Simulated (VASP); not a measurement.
Set up this calculation in VASP 6.6.1, as the native input.

```yaml
Task: single point
Functional: PBE
Potentials_or_basis: VASP PAW PBE potentials, release 64 (Sn_d)
Cutoff: 520 eV
k_mesh: 11 × 11 × 11
Occupations: methfessel-paxton, width 0.1 eV
Spin: collinear spin
Starting_moments: "[0.36] μB"
Dipole_correction: no
Further_INCAR_settings: ALGO = Fast; EDIFF = 1e-07; NBANDS = 17
```

The structure of Sn lies in POSCAR:

```
Sn
1.0
   -1.7265390000      1.7755470000      2.3383420000
    1.7265390000     -1.7755470000      2.3383420000
    1.7265390000      1.7755470000     -2.3383420000
Sn
1
Direct
    0.0000000000      0.0000000000      0.0000000000
```

One way to write it, as run:

INCAR

```
SYSTEM = Sn
PREC = Accurate ; ENCUT = 520
EDIFF = 1E-7 ; ISMEAR = 1
SIGMA = 0.1 ; LREAL = .False.
LASPH = .True. ; NELM = 150
ALGO = Fast ; ISIF = 2
LWAVE = .False. ; LCHARG = .False.
ISPIN = 2 ; MAGMOM = 0.36
LORBIT = 11 ; GGA = PE
NBANDS = 17
```

KPOINTS

```
regular mesh
0
Gamma
  11 11 11
  0 0 0
```

Potentials or basis: VASP PAW PBE potentials, release 64 (Sn_d).

Command:

```bash
$ cat potpaw_PBE.64/Sn_d/POTCAR > POTCAR
$ mpirun -np 1 vasp_std > vasp.out
```

Results of the run:

* Pressure: -1.1 GPa
* Band gap on the k mesh: zero (filled and empty bands overlap)
* Net moment: 0.00 μB per cell
* Valence electrons inside the program's atomic spheres: Sn 12.12

Caveat: spin-orbit coupling is left out, which moves the levels of the heavy elements.

It took 7.3 min on 1 thread of Intel Xeon 8259CL, with other jobs on the host, peak memory 0.28 GiB.
